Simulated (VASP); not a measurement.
A run of VASP 6.6.1 is set up as follows.

File POSCAR:

```
Cu5Pt11
1.0
    2.7015210635     -4.7122948062      0.0229868253
    2.6949471895      4.7084993782     -0.0106794710
    0.0196917669     -0.0310995926      9.0141197581
Cu Pt
5 11
Direct
    0.8351447848      0.1680735562      0.6288383779
    0.8209697379      0.6639285470      0.1200287508
    0.8393509307      0.6749227330      0.6294903662
    0.6686352946      0.8334162286      0.8719462347
    0.1627997186      0.8326452531      0.8716624507
    0.3175696682      0.1593591739      0.1174593534
    0.3368944747      0.1720859500      0.6289069522
    0.8202668625      0.1631903477      0.1189435526
    0.3209574072      0.6617079713      0.1155897149
    0.3371324442      0.6735378180      0.6320510445
    0.6703076713      0.3323313927      0.3788817654
    0.6689046123      0.3347904525      0.8702205944
    0.1681129585      0.3301456948      0.3791374878
    0.1632874067      0.3311699327      0.8703821451
    0.6696830063      0.8301337625      0.3778733626
    0.1682339481      0.8303883028      0.3764973284
```

Contents of INCAR.step1:

```
PREC = Accurate
ENCUT = 520
ISMEAR = 0
SIGMA = 0.1
LREAL = Auto
LASPH = T
NELM = 100
NBANDS = 96
ISYM = 0
GGA = PE
ALGO = Normal
EDIFF = 1E-4
LWAVE = T
LCHARG = F
```

Contents of INCAR.step2:

```
PREC = Accurate
ENCUT = 520
EDIFF = 1E-6
ISMEAR = 0
SIGMA = 0.1
LREAL = Auto
LASPH = T
NELM = 100
ALGO = Normal
ISIF = 2
LWAVE = F
LCHARG = F
METAGGA = R2SCAN
LMIXTAU = T
NBANDS = 96
ISYM = 0
ISTART = 1
```

Contents of KPOINTS:

```
Automatic mesh
0
Gamma
  3 3 2
  0 0 0.5
```

Potentials or basis: VASP PAW PBE potentials, release 64 (Cu, Pt).

Launch:

```bash
$ cat potpaw_PBE.64/Cu/POTCAR potpaw_PBE.64/Pt/POTCAR > POTCAR
$ cp INCAR.step1 INCAR
$ mpirun -np 1 vasp_std > vasp.out
$ cp INCAR.step2 INCAR
$ mpirun -np 1 vasp_std > vasp.out
```

Task: Predict the largest force.

Result: 0.020 eV/Å.

Task: What does it give for the pressure?

Result: 0.7 GPa.

Forces on the atoms (eV/Å):
```
Cu   0.000 -0.002  0.014
Cu  -0.003  0.006 -0.013
Cu   0.005 -0.007  0.003
Cu   0.002 -0.004  0.011
Cu  -0.016  0.002  0.001
Pt   0.002 -0.002 -0.004
Pt   0.001 -0.009  0.006
Pt   0.012 -0.004 -0.009
Pt  -0.002 -0.009 -0.004
Pt  -0.005  0.008 -0.001
Pt   0.003 -0.004  0.007
Pt   0.012 -0.006 -0.006
Pt  -0.011  0.001 -0.001
Pt  -0.012  0.016 -0.002
Pt   0.005  0.003 -0.004
Pt   0.005  0.009  0.001
```

Caveat: the k points lie up to 0.45 Å⁻¹ apart; the PAW data sets were made with another functional, which shifts forces and pressure a little.
